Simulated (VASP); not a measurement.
# GeS (Pnma) in VASP: density of states with PBE

Aim: the density of states of GeS with PBE.

All numbers are computed with VASP 6.6.1; they aren't measurements. Logs are shortened: lines on timing, memory, paths and dates and some standing lists are left out, and cuts for length are marked.

## Step 1: The cell of the first run

Symmetry: Pnma, No. 62, orthorhombic system. The conventional cell has a = 10.634 Å, b = 3.698 Å, c = 4.364 Å, α = 90.00°, β = 90.00°, γ = 90.00°. Ge (site symmetry m) has 3 S at 2.48 Å within 3.3 Å. S (site symmetry m) has 3 Ge at 2.48 Å within 3.3 Å.

## Step 2: Density of states, PBE

Contents of POSCAR:

```
GeS
1.0
   10.6343760000      0.0000000000      0.0000000000
    0.0000000000      3.6981630000      0.0000000000
    0.0000000000      0.0000000000      4.3644620000
Ge S
4 4
Direct
    0.6220000000      0.2500000000      0.3730000000
    0.8780000000      0.7500000000      0.8730000000
    0.1220000000      0.2500000000      0.1270000000
    0.3780000000      0.7500000000      0.6270000000
    0.8491000000      0.2500000000      0.5011000000
    0.6509000000      0.7500000000      0.0011000000
    0.3491000000      0.2500000000      0.9989000000
    0.1509000000      0.7500000000      0.4989000000
```

Contents of INCAR.step1:

```
SYSTEM = GeS
PREC = Accurate ; ENCUT = 410
EDIFF = 1E-6 ; ISMEAR = -1
SIGMA = 0.1 ; LREAL = .FALSE.
LASPH = .TRUE. ; NELM = 120
ALGO = Normal ; ISIF = 2
LWAVE = .FALSE. ; LCHARG = .TRUE.
GGA = PE ; NBANDS = 50
GGA_COMPAT = .FALSE. ; NEDOS = 2001
LORBIT = 11
```

Contents of KPOINTS.step1:

```
Automatic mesh
0
G
  3 7 6
  0 0 0
```

Contents of INCAR.step2:

```
SYSTEM = GeS
PREC = Accurate ; ENCUT = 410
EDIFF = 1E-6 ; ISMEAR = -5
SIGMA = 0.1 ; LREAL = .FALSE.
LASPH = .TRUE. ; NELM = 120
ALGO = Normal ; ISIF = 2
LWAVE = .FALSE. ; LCHARG = .FALSE.
GGA = PE ; LORBIT = 10
NBANDS = 50 ; NEDOS = 2001
ICHARG = 11 ; GGA_COMPAT = .FALSE.
```

Contents of KPOINTS.step2:

```
Automatic mesh
0
G
  5 11 9
  0 0 0
```

Potentials or basis: VASP PAW PBE potentials, release 64 (Ge_d, S).

Run with:

```sh
> cat potpaw_PBE.64/Ge_d/POTCAR potpaw_PBE.64/S/POTCAR > POTCAR
> cp INCAR.step1 INCAR
> cp KPOINTS.step1 KPOINTS
> mpirun -np 1 vasp_std > vasp.out
> cp INCAR.step2 INCAR
> cp KPOINTS.step2 KPOINTS
> mpirun -np 1 vasp_std > vasp.out
```

OUTCAR:

```text
SYSTEM = GeS
   PREC = Accurate
   ENCUT = 410
   EDIFF = 1E-6
   ISMEAR = -5
   LREAL = .FALSE.
   LASPH = .TRUE.
   NELM = 120
   ISIF = 2
   GGA = PE
   LORBIT = 10
   ICHARG = 11

 ion  position               nearest neighbor table
   1  0.622  0.250  0.373-   5 2.48   6 2.48   6 2.48
   2  0.878  0.750  0.873-   6 2.48   5 2.48   5 2.48
   3  0.122  0.250  0.127-   7 2.48   8 2.48   8 2.48
   4  0.378  0.750  0.627-   8 2.48   7 2.48   7 2.48
   5  0.849  0.250  0.501-   1 2.48   2 2.48   2 2.48
   6  0.651  0.750  0.001-   2 2.48   1 2.48   1 2.48
   7  0.349  0.250  0.999-   3 2.48   4 2.48   4 2.48
   8  0.151  0.750  0.499-   4 2.48   3 2.48   3 2.48

  LATTYP: Found a simple orthorhombic cell.
 ALAT       =     3.6981630000
 B/A-ratio  =     1.1801702629
 C/A-ratio  =     2.8755833640

  Lattice vectors:

 A1 = (   0.0000000000,   3.6981630000,   0.0000000000)
 A2 = (   0.0000000000,   0.0000000000,   4.3644620000)
 A3 = (  10.6343760000,   0.0000000000,   0.0000000000)

Analysis of symmetry for initial positions (statically):
=====================================================================
 Subroutine PRICEL returns:
 Original cell was already a primitive cell.

 Routine SETGRP: Setting up the symmetry group for a
 simple orthorhombic supercell.

 Subroutine GETGRP returns: Found  8 space group operations
 (whereof  2 operations were pure point group operations)
 out of a pool of  8 trial point group operations.

The static configuration has the point symmetry S_2 .
 The point group associated with its full space group is D_2h.

Analysis of symmetry for dynamics (positions and initial velocities):
=====================================================================
 Subroutine PRICEL returns:
 Original cell was already a primitive cell.

 Routine SETGRP: Setting up the symmetry group for a
 simple orthorhombic supercell.

 Subroutine GETGRP returns: Found  8 space group operations
 (whereof  2 operations were pure point group operations)
 out of a pool of  8 trial point group operations.

The dynamic configuration has the point symmetry S_2 .
 The point group associated with its full space group is D_2h.

[... 117 lines left out ...]
   NFREE  =      0    steps in history (QN), initial steepest desc. (CG)
   ISIF   =      2    stress and relaxation
   ISYM   =      2    0-nonsym 1-usesym 2-fastsym
   POTIM  = 0.5000    time-step for ionic-motion
   TEBEG  =    0.0;   TEEND  =   0.0 temperature during run
   PSTRESS=    0.0 pullay stress
   NELECT =      80.0000    total number of electrons
   NUPDOWN=      -1.0000    fix difference up-down
   EMIN   =  10.00;   EMAX   =-10.00  energy-range for DOS
   EFERMI =   0.00;   METHOD = LEGACY
   ISMEAR =    -5;   SIGMA  =   0.10  broadening in eV -4-tet -1-fermi 0-gaus
   EFERMI_NEDOS =   21; number of points for ismear=-14 and -15
   IALGO  =     38    algorithm
   IMIX   =      4    mixing-type and parameters
     AMIX     =   0.40;   BMIX     =  1.00
     AMIX_MAG =   1.60;   BMIX_MAG =  1.00
  volume/ion in A,a.u.               =      21.46       144.79
  Fermi-wavevector in a.u.,A,eV,Ry     =   1.269293  2.398616 21.920412  1.611105
  Thomas-Fermi vector in A             =   2.402342
   LORBIT       =     10    0 simple, 1 ext, 2 COOP (PROOUT), +10 PAW based schemes
   GGA     = PE    functional components
   LHFCALC =     F    Hartree Fock is set to
   AEXX    =    0.0000 exact exchange contribution
   IVDW    =     0    specifies the selected vdW correction
   LEPSILON=     F    determine dielectric tensor
   LRPA    =     F    only Hartree local field effects (RPA)
 non-spin polarized calculation
 Fermi weights with tetrahedron method with Bloechl corrections
  energy-cutoff  :      410.00
  volume of cell :      171.64
 maximum number of plane-waves:      3262
 NGX is ok and might be reduce to    70

 number of electron      80.0000046 magnetization

 Free energy of the ion-electron system (eV)
  ---------------------------------------------------
  ext. energy  EPLUGINS =         0.00000000
  ---------------------------------------------------
  free energy    TOTEN  =       -36.62756568 eV

  energy without entropy =      -36.62756568  energy(sigma->0) =      -36.62756568

 E-fermi :   4.4675     XC(G=0):  -9.9074

 val. band max:        4.4617619850   @ k =   0.0000   0.0000   0.0000
 cond. band min:       5.6655405788   @ k =   0.0000   0.0000   0.0000
 fundamental gap:      1.2037785939
 Fermi energy:         4.4675456023

 k-point     1 :       0.0000    0.0000    0.0000
  band No.  band energies     occupation
      1     -19.8887      2.00000
      2     -19.8862      2.00000
      3     -19.8826      2.00000
      4     -19.8810      2.00000
      5     -19.8806      2.00000
      6     -19.8794      2.00000
[... 1261 lines left out ...]
     49       9.6250      0.00000
     50       9.8612      0.00000

 [... further k-points ...]
[... 5 lines left out ...]
  --------------------------------------------------------------------------------------
  -------------------------------------------------------------------------------------
  Total       -0.7882785     -0.8286732     -0.7519311      0.0000000      0.0000000      0.0000000
  in kB       -7.3580285     -7.7350847     -7.0187517      0.0000000      0.0000000      0.0000000
  external PRESSURE =      -7.3706216 kB  Pullay stress =       0.0000000 kB

 VOLUME and BASIS-vectors are now :
 -----------------------------------------------------------------------------
  energy-cutoff  :      410.00
  volume of cell :      171.64
      direct lattice vectors                 reciprocal lattice vectors
    10.634376000  0.000000000  0.000000000     0.094034666  0.000000000  0.000000000
     0.000000000  3.698163000  0.000000000     0.000000000  0.270404522  0.000000000
     0.000000000  0.000000000  4.364462000     0.000000000  0.000000000  0.229123315

 POSITION                                       TOTAL-FORCE (eV/Angst)
 -----------------------------------------------------------------------------------
      6.61458      0.92454      1.62794         0.146704      0.000000     -0.118211
      9.33698      2.77362      3.81018        -0.146704     -0.000000     -0.118211
      1.29739      0.92454      0.55429         0.146704      0.000000      0.118211
      4.01979      2.77362      2.73652        -0.146704     -0.000000      0.118211
      9.02965      0.92454      2.18703        -0.054960      0.000000      0.104154
      6.92192      2.77362      0.00480         0.054960      0.000000      0.104154
      3.71246      0.92454      4.35966        -0.054960      0.000000     -0.104154
      1.60473      2.77362      2.17743         0.054960      0.000000     -0.104154
 -----------------------------------------------------------------------------------
    total drift:                                0.000000      0.000000      0.000000

  FREE ENERGIE OF THE ION-ELECTRON SYSTEM (eV)
  ---------------------------------------------------
  free  energy   TOTEN  =       -36.6275656757 eV

  energy  without entropy=      -36.6275656757  energy(sigma->0) =      -36.62756568

 total charge

# of ion       s       p       d       tot
------------------------------------------
    1        1.313   0.776  10.032  12.121
    2        1.313   0.776  10.032  12.121
    3        1.313   0.776  10.032  12.121
    4        1.313   0.776  10.032  12.121
    5        1.354   2.328   0.000   3.683
    6        1.354   2.328   0.000   3.683
    7        1.354   2.328   0.000   3.683
    8        1.354   2.328   0.000   3.683
--------------------------------------------------
tot         10.669  12.419  40.127  63.214
```

Run time: 5.3 min. Hardware: 1 thread of Intel Xeon Platinum 8488C (Sapphire Rapids), shared host; peak memory 0.46 GiB.

Results:

```
Valence electrons inside the program's atomic spheres : Ge 12.12; S 3.68
```
